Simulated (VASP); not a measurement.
# BAs (gw) (I-4m2) in VASP: single point with PBEsol

Aim: the single point of BAs (gw) with PBEsol.

All numbers are computed with VASP 6.6.1; they aren't measurements. Logs are shortened: lines on timing, memory, paths and dates and some standing lists are left out, and cuts for length are marked.

## Step 1: The cell of the first run

Symmetry: I-4m2, No. 119, tetragonal system. Conventional cell: a = 3.405 Å, b = 3.405 Å, c = 4.743 Å, α = 90.00°, β = 90.00°, γ = 90.00°. B (site symmetry -4m2) has 4 As at 2.07 Å within 2.7 Å. As (site symmetry -4m2) has 4 B at 2.07 Å within 2.7 Å.

## Step 2: Single point, PBEsol

The input, INCAR:

```
SYSTEM = BAs
ALGO = Normal
EDIFF = 1E-6
ENCUT = 500
GGA = PS
GGA_COMPAT = .False.
ISIF = 2
ISMEAR = 0
LASPH = .True.
LCHARG = .False.
LREAL = .False.
LWAVE = .False.
NBANDS = 11
NELM = 120
PREC = Accurate
SIGMA = 0.01
```

The input, KPOINTS:

```
k-points
0
Gamma
  4 4 4
  0 0 0
```

The input, POSCAR:

```
BAs
1.0
    0.0000000000      2.4077081092      2.3714733707
    2.4077081092      0.0000000000      2.3714733707
    2.4077081092      2.4077081092      0.0000000000
B As
1 1
Direct
    0.0000000000      0.0000000000      0.0000000000
    0.2500000000      0.2500000000      0.2500000000
```

Potentials or basis: VASP PAW PBE potentials, release 64 (B, As).

On the command line:

```bash
$ cat potpaw_PBE.64/B/POTCAR potpaw_PBE.64/As/POTCAR > POTCAR
$ mpirun -np 1 vasp_std > vasp.out
```

OUTCAR:

```text
SYSTEM = BAs
   EDIFF = 1E-6
   ENCUT = 500
   GGA = PS
   ISIF = 2
   ISMEAR = 0
   LASPH = .True.
   LREAL = .False.
   NELM = 120
   PREC = Accurate

 ion  position               nearest neighbor table
   1  0.000  0.000  0.000-   2 2.07   2 2.07   2 2.07   2 2.07
   2  0.250  0.250  0.250-   1 2.07   1 2.07   1 2.07   1 2.07

  LATTYP: Found a body centered tetragonal cell.
 ALAT       =     3.4050134623
 C/A-ratio  =     1.3929303934

  Lattice vectors:

 A1 = (   0.0000000000,  -2.4077081092,  -2.3714733707)
 A2 = (   0.0000000000,   2.4077081092,  -2.3714733707)
 A3 = (   2.4077081092,   0.0000000000,   2.3714733707)

Analysis of symmetry for initial positions (statically):
=====================================================================
 Subroutine PRICEL returns:
 Original cell was already a primitive cell.

 Routine SETGRP: Setting up the symmetry group for a
 body centered tetragonal supercell.

 Subroutine GETGRP returns: Found  8 space group operations
 (whereof  8 operations were pure point group operations)
 out of a pool of 16 trial point group operations.

The static configuration has the point symmetry D_2d.

Analysis of symmetry for dynamics (positions and initial velocities):
=====================================================================
 Subroutine PRICEL returns:
 Original cell was already a primitive cell.

 Routine SETGRP: Setting up the symmetry group for a
 body centered tetragonal supercell.

 Subroutine GETGRP returns: Found  8 space group operations
 (whereof  8 operations were pure point group operations)
 out of a pool of 16 trial point group operations.

The dynamic configuration has the point symmetry D_2d.

 Subroutine INISYM returns: Found  8 space group operations
 (whereof  8 operations are pure point group operations),
 and found     1 'primitive' translations

----------------------------------------------------------------------------------------

                                     Primitive cell

  volume of cell :      27.4951

  direct lattice vectors                    reciprocal lattice vectors
     0.000000000  2.407708109  2.371473371    -0.207666369  0.207666369  0.210839390
     2.407708109  0.000000000  2.371473371     0.207666369 -0.207666369  0.210839390
     2.407708109  2.407708109  0.000000000     0.207666369  0.207666369 -0.210839390

  length of vectors
     3.379488761  3.379488761  3.405013462     0.361529930  0.361529930  0.361529930

  position of ions in fractional coordinates (direct lattice)
     0.000000000  0.000000000  0.000000000
     0.250000000  0.250000000  0.250000000

  ion indices of the primitive-cell ions
   primitive index   ion index
                 1           1
                 2           2

----------------------------------------------------------------------------------------

 KPOINTS: k-points

Automatic generation of k-mesh.
 Grid dimensions read from file:
 generate k-points for:    4    4    4

 Generating k-lattice:

  Cartesian coordinates                     Fractional coordinates (reciprocal lattice)
    -0.051916592  0.051916592  0.052709848     0.250000000  0.000000000  0.000000000
     0.051916592 -0.051916592  0.052709848     0.000000000  0.250000000  0.000000000
     0.051916592  0.051916592 -0.052709848     0.000000000  0.000000000  0.250000000

  Length of vectors
     0.090382482  0.090382482  0.090382482

  Shift w.r.t. Gamma in fractional coordinates (k-lattice)
     0.000000000  0.000000000  0.000000000

 Subroutine IBZKPT returns following result:
 ===========================================

 Found     13 irreducible k-points:

 Following reciprocal coordinates:
            Coordinates               Weight
  0.000000  0.000000  0.000000      1.000000
  0.250000  0.000000  0.000000      8.000000
  0.500000  0.000000  0.000000      4.000000
  0.250000  0.250000  0.000000      2.000000
  0.500000  0.250000  0.000000      8.000000
 -0.250000  0.250000  0.000000      4.000000
  0.500000  0.500000  0.000000      1.000000
  0.250000  0.000000  0.250000      4.000000
  0.500000  0.000000  0.250000     16.000000
 -0.250000 -0.000000  0.250000      8.000000
 -0.250000  0.500000  0.250000      4.000000
  0.500000  0.000000  0.500000      2.000000
 -0.250000  0.250000  0.500000      2.000000
   k-points           NKPTS =     13   k-points in BZ     NKDIM =     13   number of bands    NBANDS=     11
   number of dos      NEDOS =    301   number of ions     NIONS =      2
   total plane-waves  NPLWV =  21952
   dimension x,y,z NGX =    28 NGY =   28 NGZ =   28
   dimension x,y,z NGXF=    56 NGYF=   56 NGZF=   56
   ions per type =               1   1
   NGX,Y,Z   is equivalent  to a cutoff of  13.77, 13.77, 13.67 a.u.
   NGXF,Y,Z  is equivalent  to a cutoff of  27.55, 27.55, 27.34 a.u.
 SYSTEM =  BAs
   PREC   = accura    normal or accurate (medium, high low for compatibility)
   ISTART =      0    job   : 0-new  1-cont  2-samecut
   ICHARG =      2    charge: 1-file 2-atom 10-const
   ISPIN  =      1    spin polarized calculation?
   LNONCOLLINEAR =      F non collinear calculations
   LSORBIT =      F    spin-orbit coupling
   LASPH  =      T    aspherical Exc in radial PAW
   ENCUT  =  500.0 eV  36.75 Ry    6.06 a.u.   6.16  6.16  6.21*2*pi/ulx,y,z
   NELM   =    120;   NELMIN=  2; NELMDL= -5     # of ELM steps
   EDIFF  = 0.1E-05   stopping-criterion for ELM
   LREAL  =      F    real-space projection
   EDIFFG = 0.1E-04   stopping-criterion for IOM
   NSW    =      0    number of steps for IOM
   IBRION =     -1    ionic relax: 0-MD 1-quasi-New 2-CG
   NFREE  =      0    steps in history (QN), initial steepest desc. (CG)
   ISIF   =      2    stress and relaxation
   ISYM   =      2    0-nonsym 1-usesym 2-fastsym
   POTIM  = 0.5000    time-step for ionic-motion
   TEBEG  =    0.0;   TEEND  =   0.0 temperature during run
   PSTRESS=    0.0 pullay stress
   NELECT =       8.0000    total number of electrons
   NUPDOWN=      -1.0000    fix difference up-down
   EMIN   =  10.00;   EMAX   =-10.00  energy-range for DOS
   EFERMI =   0.00;   METHOD = LEGACY
   ISMEAR =     0;   SIGMA  =   0.01  broadening in eV -4-tet -1-fermi 0-gaus
   EFERMI_NEDOS =   21; number of points for ismear=-14 and -15
   IALGO  =     38    algorithm
   IMIX   =      4    mixing-type and parameters
     AMIX     =   0.40;   BMIX     =  1.00
     AMIX_MAG =   1.60;   BMIX_MAG =  1.00
  volume/ion in A,a.u.               =      13.75        92.77
  Fermi-wavevector in a.u.,A,eV,Ry     =   1.084808  2.049990 16.011448  1.176808
  Thomas-Fermi vector in A             =   2.220907
   LORBIT       =      0    0 simple, 1 ext, 2 COOP (PROOUT), +10 PAW based schemes
   GGA     = PS    functional components
   LHFCALC =     F    Hartree Fock is set to
   AEXX    =    0.0000 exact exchange contribution
   IVDW    =     0    specifies the selected vdW correction
   LEPSILON=     F    determine dielectric tensor
   LRPA    =     F    only Hartree local field effects (RPA)
 non-spin polarized calculation
 Gauss-broadening in eV      SIGMA  =   0.01
  energy-cutoff  :      500.00
  volume of cell :       27.50
 maximum number of plane-waves:       709
 NGX is ok and might be reduce to    28
   NGX = 13   NGY = 13   NGZ = 13

 number of electron       8.0000000 magnetization

 Free energy of the ion-electron system (eV)
  ---------------------------------------------------
  ext. energy  EPLUGINS =         0.00000000
  ---------------------------------------------------
  free energy    TOTEN  =       -12.01665137 eV

  energy without entropy =      -12.01665137  energy(sigma->0) =      -12.01665137

 E-fermi :   6.1669     XC(G=0): -10.6761

 val. band max:        6.0830388863   @ k =   0.0000   0.0000   0.0000
 cond. band min:       7.1632635930   @ k =   0.5000   0.5000   0.0000
 fundamental gap:      1.0802247068
 Fermi energy:         6.1668587255

 k-point     1 :       0.0000    0.0000    0.0000
  band No.  band energies     occupation
      1      -9.3820      2.00000
      2       5.9397      2.00000
      3       5.9397      2.00000
      4       6.0830      2.00000
      5       9.1358      0.00000
      6       9.2324      0.00000
      7       9.2324      0.00000
      8      10.5554      0.00000
      9      15.2744      0.00000
     10      18.6489      0.00000
     11      19.0493      0.00000

 k-point     2 :       0.2500    0.0000    0.0000
  band No.  band energies     occupation
      1      -8.3857      2.00000
      2       1.0409      2.00000
      3       4.7684      2.00000
      4       4.9069      2.00000
      5       8.9492      0.00000
      6      10.5563      0.00000
      7      10.5868      0.00000
      8      13.7697      0.00000
      9      16.9268      0.00000
     10      17.0362      0.00000
     11      17.2219      0.00000

 k-point     3 :       0.5000    0.0000    0.0000
  band No.  band energies     occupation
      1      -6.5263      2.00000
      2      -2.7942      2.00000
      3       4.0802      2.00000
      4       4.2571      2.00000
      5       8.5686      0.00000
      6      10.6196      0.00000
      7      10.7608      0.00000
      8      14.6605      0.00000
      9      18.4632      0.00000
     10      20.3301      0.00000
     11      20.4826      0.00000
[... 113 lines left out ...]
 k-point    12 :       0.5000    0.0000    0.5000
  band No.  band energies     occupation
      1      -5.2710      2.00000
      2      -2.5449      2.00000
      3       1.9444      2.00000
      4       1.9696      2.00000
      5       7.3515      0.00000
      6       7.3730      0.00000
      7      17.1243      0.00000
      8      17.3365      0.00000
      9      18.6312      0.00000
     10      22.9623      0.00000
     11      23.5086      0.00000

 k-point    13 :      -0.2500    0.2500    0.5000
  band No.  band energies     occupation
      1      -5.0989      2.00000
      2      -2.0491      2.00000
      3       0.4773      2.00000
      4       0.7577      2.00000
      5      11.2653      0.00000
      6      11.9841      0.00000
      7      12.7872      0.00000
      8      13.1230      0.00000
      9      17.9475      0.00000
     10      21.1113      0.00000
     11      21.3680      0.00000

------------------------ aborting loop because EDIFF is reached ----------------------------------------

  FORCE on cell =-STRESS in cart. coord.  units (eV):
  Direction    XX          YY          ZZ          XY          YZ          ZX
  --------------------------------------------------------------------------------------
  -------------------------------------------------------------------------------------
  Total       -0.2675062     -0.2675062      0.2325006      0.0000000     -0.0000000      0.0000000
  in kB      -15.5879348    -15.5879348     13.5481117      0.0000000     -0.0000000      0.0000000
  external PRESSURE =      -5.8759193 kB  Pullay stress =       0.0000000 kB

 VOLUME and BASIS-vectors are now :
 -----------------------------------------------------------------------------
  energy-cutoff  :      500.00
  volume of cell :       27.50
      direct lattice vectors                 reciprocal lattice vectors
     0.000000000  2.407708109  2.371473371    -0.207666369  0.207666369  0.210839390
     2.407708109  0.000000000  2.371473371     0.207666369 -0.207666369  0.210839390
     2.407708109  2.407708109  0.000000000     0.207666369  0.207666369 -0.210839390

 POSITION                                       TOTAL-FORCE (eV/Angst)
 -----------------------------------------------------------------------------------
      0.00000      0.00000      0.00000         0.000000      0.000000      0.000000
      1.20385      1.20385      1.18574        -0.000000     -0.000000     -0.000000
 -----------------------------------------------------------------------------------
    total drift:                               -0.000000     -0.000000     -0.000000

  FREE ENERGIE OF THE ION-ELECTRON SYSTEM (eV)
  ---------------------------------------------------
  free  energy   TOTEN  =       -12.0166513715 eV

  energy  without entropy=      -12.0166513715  energy(sigma->0) =      -12.01665137
```

It took 12 s on 1 thread of Intel Xeon 8259CL, shared host; peak memory 0.15 GiB.

Results:

```yaml
Free_energy: -12.0167 eV
Pressure: -0.6 GPa
Band_gap_on_the_k_mesh: 1.08 eV, indirect (least direct gap 3.05 eV)
```

Stress tensor (GPa, compression positive):
```
-1.56  0.00  0.00
 0.00 -1.56  0.00
 0.00  0.00  1.35
```

Levels at points of the mesh, in eV from the valence-band top:
```
           k point  band 2  band 3  band 4  band 5  band 6  band 7
(0.00, 0.00, 0.00)   -0.14   -0.14    0.00    3.05    3.15    3.15
(0.50, 0.00, 0.00)   -8.88   -2.00   -1.83    2.49    4.54    4.68
(0.50, 0.50, 0.00)   -8.50   -4.27   -4.27    1.08    1.12   11.17
(0.50, 0.00, 0.50)   -8.63   -4.14   -4.11    1.27    1.29   11.04
```

Caveat: the k points lie up to 0.57 Å⁻¹ apart; the PAW data sets were made with another functional, which shifts forces and pressure a little. A k mesh can miss the band edges.
